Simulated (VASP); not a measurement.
Here is a VASP 6.6.1 calculation.

Contents of INCAR:

```
SYSTEM = AlN
PREC     = Accurate       ! precision mode
ENCUT    = 600            ! plane-wave cutoff, eV
EDIFF    = 1E-6           ! SCF threshold, eV
ISMEAR   = 0              ! smearing method
SIGMA    = 0.01           ! smearing width, eV
LREAL    = .False.        ! projectors in reciprocal space
LASPH    = .True.         ! aspherical terms in the spheres
NELM     = 100            ! most SCF steps
ALGO     = Normal         ! electronic algorithm
ISIF     = 3              ! what is computed and relaxed
LWAVE    = .False.        ! write WAVECAR
LCHARG   = .False.        ! write CHGCAR
GGA      = PS             ! functional
IBRION   = 2              ! ionic algorithm
NSW      = 80             ! ionic steps
EDIFFG   = -0.001         ! ionic threshold
```

Contents of KPOINTS:

```
Automatic mesh
0
Gamma
  10 10 10
  0 0 0
```

Contents of POSCAR:

```
AlN
1.0
    0.0000000000      2.1886810928      2.1886810928
    2.1886810928      0.0000000000      2.1886810928
    2.1886810928      2.1886810928      0.0000000000
Al N
1 1
Direct
    0.0000000000      0.0000000000      0.0000000000
    0.7500000000      0.7500000000      0.7500000000
```

Potentials or basis: VASP PAW PBE potentials, release 64 (Al, N).

The run is started by

```bash
$ cat potpaw_PBE.64/Al/POTCAR potpaw_PBE.64/N/POTCAR > POTCAR
$ mpirun -np 1 vasp_std > vasp.out
```

(1) What does it give for the relaxed volume?

(2) What does it give for the space group after relaxing (to 0.05 Å)?

(3) What does it give for the band gap on the k mesh?

(4) Predict the relaxed cell.

Results:

(1) 10.48 Å³/atom.

(2) F-43m (No. 216).

(3) 3.18 eV, indirect (least direct gap 4.08 eV).

(4) a = 3.095 Å, b = 3.095 Å, c = 3.095 Å, α = 60.00°, β = 60.00°, γ = 60.00°.

Caveat: the PAW data sets were made with another functional, which shifts forces and pressure a little.
